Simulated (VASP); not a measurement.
# Te2Mo (Pmn2_1) in VASP: single point with PBE+D3(BJ)

Aim: the single point of Te2Mo with PBE+D3(BJ).

Program: VASP 6.6.1. These are calculated values, not measurements. Logs are shortened: lines on timing, memory, paths and dates and some standing lists are left out, and cuts for length are marked.

## Step 1: The cell of the first run

The structure is orthorhombic, space group Pmn2_1 (No. 31). The conventional cell has a = 3.449 Å, b = 6.318 Å, c = 13.005 Å, α = 90.00°, β = 90.00°, γ = 90.00°. Within 3.5 Å of Mo (site symmetry m) lie 6 Te at 2.69 to 2.79 Å and 4 Mo at 2.88 to 3.45 Å. Within 3.6 Å of Mo (site symmetry m) lie 6 Te at 2.70 to 2.79 Å and 4 Mo at 2.88 to 3.45 Å. Te (site symmetry m) has 3 Mo at 2.69 to 2.70 Å and 2 Te at 3.45 Å within 3.5 Å. Te (site symmetry m) has 3 Mo at 2.77 to 2.79 Å and 6 Te at 3.43 to 3.53 Å within 3.6 Å. Te (site symmetry m) has 3 Mo at 2.69 to 2.71 Å and 2 Te at 3.45 Å within 3.5 Å. Te (site symmetry m) has 3 Mo at 2.77 to 2.79 Å and 8 Te at 3.43 to 3.60 Å within 3.7 Å.

## Step 2: Single point, PBE+D3(BJ)

Input file INCAR:

```
PREC     = Accurate       # precision mode
ENCUT    = 520            # plane-wave cutoff, eV
EDIFF    = 1E-6           # SCF threshold, eV
ISMEAR   = 0              # smearing method
SIGMA    = 0.1            # smearing width, eV
LREAL    = F              # projectors in reciprocal space
LASPH    = T              # aspherical terms in the spheres
NELM     = 100            # most SCF steps
ALGO     = Normal         # electronic algorithm
ISIF     = 2              # what is computed and relaxed
LWAVE    = F              # write WAVECAR
LCHARG   = F              # write CHGCAR
GGA      = PE             # functional
IVDW     = 12             # dispersion correction
NBANDS   = 64             # bands
```

Input file KPOINTS:

```
regular mesh
0
Gamma
  6 4 2
```

Input file POSCAR:

```
Te2Mo
1.0
    3.4485037754      0.0000000000      0.0000000000
    0.0000000000      6.3184402902      0.0000000000
    0.0000000000      0.0000000000     13.0048778250
Mo Te
4 8
Direct
    0.0000000000      0.6076400891      0.5007370574
    0.5000000000      0.3923599109      0.0007370574
    0.0000000000      0.0285082822      0.0145232718
    0.5000000000      0.9714917178      0.5145232718
    0.0000000000      0.8638172154      0.6655792809
    0.5000000000      0.1361827846      0.1655792809
    0.0000000000      0.6395628319      0.1158237842
    0.5000000000      0.3604371681      0.6158237842
    0.0000000000      0.2902934002      0.8497970428
    0.5000000000      0.7097065998      0.3497970428
    0.0000000000      0.2193107826      0.3987395628
    0.5000000000      0.7806892174      0.8987395628
```

Potentials or basis: VASP PAW PBE potentials, release 64 (Mo_sv, Te).

On the command line:

```console
$ cat potpaw_PBE.64/Mo_sv/POTCAR potpaw_PBE.64/Te/POTCAR > POTCAR
$ mpirun -np 1 vasp_std > vasp.out
```

OUTCAR:

```text
PREC = Accurate
   ENCUT = 520
   EDIFF = 1E-6
   ISMEAR = 0
   LREAL = F
   LASPH = T
   NELM = 100
   ISIF = 2
   GGA = PE
   IVDW = 12
 IVDW          = 12

 ion  position               nearest neighbor table
   1  0.000  0.608  0.501-   5 2.69  10 2.69  10 2.69   8 2.77   8 2.77  11 2.79   4 2.88   4 2.88

   2  0.500  0.392  0.001-   6 2.69   9 2.69   9 2.69   7 2.77   7 2.77  12 2.79   3 2.88   3 2.88

   3  0.000  0.029  0.015-   6 2.70   6 2.70   9 2.71  12 2.77  12 2.77   7 2.79   2 2.88   2 2.88
[... 15 lines left out ...]
  11  0.000  0.219  0.399-   4 2.77   4 2.77   1 2.79   8 3.43   8 3.43   6 3.53   6 3.53  10 3.60
                            10 3.60
  12  0.500  0.781  0.899-   3 2.77   3 2.77   2 2.79   7 3.43   7 3.43   5 3.53   5 3.53   9 3.60
                             9 3.60

  LATTYP: Found a simple orthorhombic cell.
 ALAT       =     3.4485037754
 B/A-ratio  =     1.8322265834
 C/A-ratio  =     3.7711653146

  Lattice vectors:

 A1 = (   3.4485037754,   0.0000000000,   0.0000000000)
 A2 = (   0.0000000000,   6.3184402902,   0.0000000000)
 A3 = (   0.0000000000,   0.0000000000,  13.0048778250)

Analysis of symmetry for initial positions (statically):
=====================================================================
 Subroutine PRICEL returns:
 Original cell was already a primitive cell.

 Routine SETGRP: Setting up the symmetry group for a
 simple orthorhombic supercell.

 Subroutine GETGRP returns: Found  4 space group operations
 (whereof  2 operations were pure point group operations)
 out of a pool of  8 trial point group operations.

The static configuration has the point symmetry C_1h.
 The point group associated with its full space group is C_2v.

Analysis of symmetry for dynamics (positions and initial velocities):
=====================================================================
 Subroutine PRICEL returns:
 Original cell was already a primitive cell.

 Routine SETGRP: Setting up the symmetry group for a
 simple orthorhombic supercell.

 Subroutine GETGRP returns: Found  4 space group operations
 (whereof  2 operations were pure point group operations)
 out of a pool of  8 trial point group operations.

The dynamic configuration has the point symmetry C_1h.
 The point group associated with its full space group is C_2v.

 Subroutine INISYM returns: Found  4 space group operations
 (whereof  2 operations are pure point group operations),
 and found     1 'primitive' translations

----------------------------------------------------------------------------------------

                                     Primitive cell
[... 125 lines left out ...]
   ISMEAR =     0;   SIGMA  =   0.10  broadening in eV -4-tet -1-fermi 0-gaus
   EFERMI_NEDOS =   21; number of points for ismear=-14 and -15
   IALGO  =     38    algorithm
   IMIX   =      4    mixing-type and parameters
     AMIX     =   0.40;   BMIX     =  1.00
     AMIX_MAG =   1.60;   BMIX_MAG =  1.00
  volume/ion in A,a.u.               =      23.61       159.35
  Fermi-wavevector in a.u.,A,eV,Ry     =   1.172115  2.214977 18.692421  1.373854
  Thomas-Fermi vector in A             =   2.308549
   LORBIT       =      0    0 simple, 1 ext, 2 COOP (PROOUT), +10 PAW based schemes
   GGA     = PE    functional components
   LHFCALC =     F    Hartree Fock is set to
   AEXX    =    0.0000 exact exchange contribution
   IVDW    =    12    specifies the selected vdW correction
   LEPSILON=     F    determine dielectric tensor
   LRPA    =     F    only Hartree local field effects (RPA)
 non-spin polarized calculation
 Gauss-broadening in eV      SIGMA  =   0.10
  energy-cutoff  :      520.00
  volume of cell :      283.37
 maximum number of plane-waves:      7688
 NGX is ok and might be reduce to    28
   NGX = 13   NGY = 23   NGZ = 49

 number of electron     103.9999998 magnetization

 Free energy of the ion-electron system (eV)
  ---------------------------------------------------
  ext. energy  EPLUGINS =         0.00000000
  ---------------------------------------------------
  free energy    TOTEN  =       -71.39847038 eV

  energy without entropy =      -71.37788345  energy(sigma->0) =      -71.38817691

 E-fermi :   9.2860     XC(G=0): -10.7703

 val. band max:        9.2493178625   @ k =   0.0000   0.2500   0.5000
 cond. band min:       9.3122003716   @ k =   0.1667   0.2500   0.0000
 fundamental gap:      0.0628825091
 Fermi energy:         9.2859672932

 k-point     1 :       0.0000    0.0000    0.0000
  band No.  band energies     occupation
      1     -51.8274      2.00000
      2     -51.8274      2.00000
      3     -51.7654      2.00000
      4     -51.7654      2.00000
      5     -26.1058      2.00000
      6     -26.1058      2.00000
[... 1597 lines left out ...]
     63      11.5577      0.00000
     64      11.5577      0.00000

------------------------ aborting loop because EDIFF is reached ----------------------------------------

 Edisp (eV)   -6.80655

 E8    (eV) :    -3.1365

  FORCE on cell =-STRESS in cart. coord.  units (eV):
  Direction    XX          YY          ZZ          XY          YZ          ZX
  --------------------------------------------------------------------------------------
  -------------------------------------------------------------------------------------
  Total       2.53096     2.58993     2.41508     0.00000     0.00000     0.00000
  in kB      14.31030    14.64371    13.65514     0.00000     0.00000     0.00000
  external pressure =       14.20 kB  Pullay stress =        0.00 kB

 VOLUME and BASIS-vectors are now :
 -----------------------------------------------------------------------------
  energy-cutoff  :      520.00
  volume of cell :      283.37
      direct lattice vectors                 reciprocal lattice vectors
     3.448503775  0.000000000  0.000000000     0.289980834  0.000000000  0.000000000
     0.000000000  6.318440290  0.000000000     0.000000000  0.158266907  0.000000000
     0.000000000  0.000000000 13.004877825     0.000000000  0.000000000  0.076894225

 POSITION                                       TOTAL-FORCE (eV/Angst)
 -----------------------------------------------------------------------------------
      0.00000      3.83934      6.51202         0.000000     -0.039738     -0.004441
      1.72425      2.47910      0.00959         0.000000      0.039738     -0.004441
      0.00000      0.18013      0.18887         0.000000     -0.034721      0.003238
      1.72425      6.13831      6.69131         0.000000      0.034721      0.003238
      0.00000      5.45798      8.65578         0.000000     -0.001099      0.001018
      1.72425      0.86046      2.15334         0.000000      0.001099      0.001018
      0.00000      4.04104      1.50627         0.000000     -0.003658      0.004947
      1.72425      2.27740      8.00871         0.000000      0.003658      0.004947
      0.00000      1.83420     11.05151         0.000000     -0.010580      0.001546
      1.72425      4.48424      4.54907         0.000000      0.010580      0.001546
      0.00000      1.38570      5.18556         0.000000     -0.000747     -0.006308
      1.72425      4.93274     11.68800         0.000000      0.000747     -0.006308
 -----------------------------------------------------------------------------------
    total drift:                                0.000000      0.000000      0.000456

  FREE ENERGIE OF THE ION-ELECTRON SYSTEM (eV)
  ---------------------------------------------------
  free  energy   TOTEN  =       -78.2050186938 eV

  energy  without entropy=      -78.1844317586  energy(sigma->0) =      -78.19472523
```

stdout:

```text
POSCAR found type information on POSCAR MoTe
 POSCAR found :  2 types and      12 ions
 scaLAPACK will be used
 LDA part: xc-table for (Slater+PW92), standard interpolation
 POSCAR, INCAR and KPOINTS ok, starting setup
 FFT: planning ... GRIDC
 FFT: planning ... GRID_SOFT
 FFT: planning ... GRID
 WAVECAR not read
 entering main loop
```

Wall time 9.7 min (1 thread of Intel Xeon Platinum 8375C at 2.90GHz (Ice Lake), shared host); peak memory 0.55 GiB.

What came out:

| Item | Value |
| --- | --- |
| Free energy | -78.2050 eV |
| Pressure | 1.4 GPa |
| Largest force | 0.040 eV/Å |
| Band gap on the k mesh | zero (band 52 reaches 9.64 eV, above the bottom of band 53 at 9.15 eV) |
| Dispersion energy per atom | -0.567 eV |

Forces in eV/Å, atoms in the order of the input:
```
Mo   0.000 -0.040 -0.004
Mo   0.000  0.040 -0.004
Mo   0.000 -0.035  0.003
Mo   0.000  0.035  0.003
Te   0.000 -0.001  0.001
Te   0.000  0.001  0.001
Te   0.000 -0.004  0.005
Te   0.000  0.004  0.005
Te   0.000 -0.011  0.002
Te   0.000  0.011  0.002
Te   0.000 -0.001 -0.006
Te   0.000  0.001 -0.006
```

Caveat: spin-orbit coupling is left out, which moves the levels of the heavy elements; pairwise dispersion overbinds metals, which lowers pressure and volume.
